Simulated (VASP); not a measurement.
Here is a VASP 6.6.1 calculation.

The input INCAR:

```
SYSTEM = BN
  PREC = Accurate
  ENCUT = 600
  EDIFF = 1E-7
  ISMEAR = 0
  SIGMA = 0.05
  LREAL = .FALSE.
  LASPH = .TRUE.
  NELM = 120
  ALGO = Normal
  ISIF = 4
  LWAVE = .FALSE.
  LCHARG = .FALSE.
  GGA = RE
  IVDW = 13
  IBRION = 2
  NSW = 60
  EDIFFG = -0.01
  GGA_COMPAT = .FALSE.
  NELMIN = 4
```

File KPOINTS:

```
Automatic mesh
0
G
  10 10 6
  0 0 0
```

POSCAR

```
BN
1.0
    2.5501332416      0.0000000000      0.0000000000
   -1.2750666208      2.2084801702      0.0000000000
    0.0000000000      0.0000000000      4.2180943186
B N
2 2
Direct
    0.6666666667      0.3333333333      0.0003321498
    0.3333333333      0.6666666667      0.5003321498
    0.6666666667      0.3333333333      0.3746678502
    0.3333333333      0.6666666667      0.8746678502
```

Potentials or basis: VASP PAW PBE potentials, release 64 (B, N).

The run is started by

```console
$ cat potpaw_PBE.64/B/POTCAR potpaw_PBE.64/N/POTCAR > POTCAR
$ mpirun -np 1 vasp_std > vasp.out
```

Task: What does it give for the band gap on the k mesh?

Result: 5.44 eV (least direct gap 8.29 eV).

Task: What does it give for the dispersion energy per atom?

Result: -0.548 eV.

Final structure:
```cif
data_structure
_symmetry_space_group_name_H-M 'P 1'
_symmetry_Int_Tables_number 1
_cell_length_a 2.5502
_cell_length_b 2.5502
_cell_length_c 4.2177
_cell_angle_alpha 90.000
_cell_angle_beta 90.000
_cell_angle_gamma 120.000
_cell_volume 23.76
loop_
_atom_site_label
_atom_site_type_symbol
_atom_site_fract_x
_atom_site_fract_y
_atom_site_fract_z
_atom_site_occupancy
B1 B 0.66667 0.33333 0.00024 1
B2 B 0.33333 0.66667 0.50024 1
N1 N 0.66667 0.33333 0.37476 1
N2 N 0.33333 0.66667 0.87476 1
```

 A k mesh can miss the band edges.
